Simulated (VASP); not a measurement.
**PdRu3Pt: single point with PBE**

The system is PdRu3Pt.

```
Ru Pd Pt
1.0
     3.86025    0.00000    0.00000
     0.00000    3.86025    0.00000
     0.00000    0.00000    3.86025
Ru Pd Pt
3 1 1
Cartesian
  0.0000 1.9301 1.9301
  1.9301 1.9301 0.0000
  1.9301 0.0000 1.9301
  0.0000 0.0000 0.0000
  1.9301 1.9301 1.9301
```

* Program: VASP 6.6.1
* Task: single point
* Functional: PBE
* Potentials or basis: VASP PAW PBE potentials, release 64 (Ru_pv, Pd, Pt)
* Cutoff: 520 eV
* k mesh: 4 × 4 × 4
* Occupations: gaussian, width 0.1 eV
* Spin: no spin polarisation

- Pressure: 295.6 GPa
- Band gap on the k mesh: zero (band 31 reaches 17.93 eV, above the bottom of band 32 at 15.69 eV)

Levels at points of the mesh, in eV from the Fermi level:
```csv
k point,band 28,band 29,band 30,band 31,band 32,band 33,band 34,band 35
"(0.00, 0.00, 0.00)",0.47,0.47,1.10,1.50,1.50,1.50,2.43,2.43
"(0.50, 0.00, 0.00)",-1.15,-1.05,-0.90,-0.10,0.43,1.21,1.21,2.29
"(0.50, 0.50, 0.00)",-2.89,-2.89,-1.67,-1.62,-0.74,1.40,1.40,2.20
"(0.50, 0.50, 0.50)",-1.38,-1.38,-1.20,0.17,0.17,0.17,0.42,0.42
```

It took 21 s on 1 thread of Intel(R) Xeon(R) 6975P-C (Granite Rapids), on a shared host, peak memory 0.17 GiB.

Caveat: the k points lie up to 0.41 Å⁻¹ apart; spin-orbit coupling is left out, which moves the levels of the heavy elements.
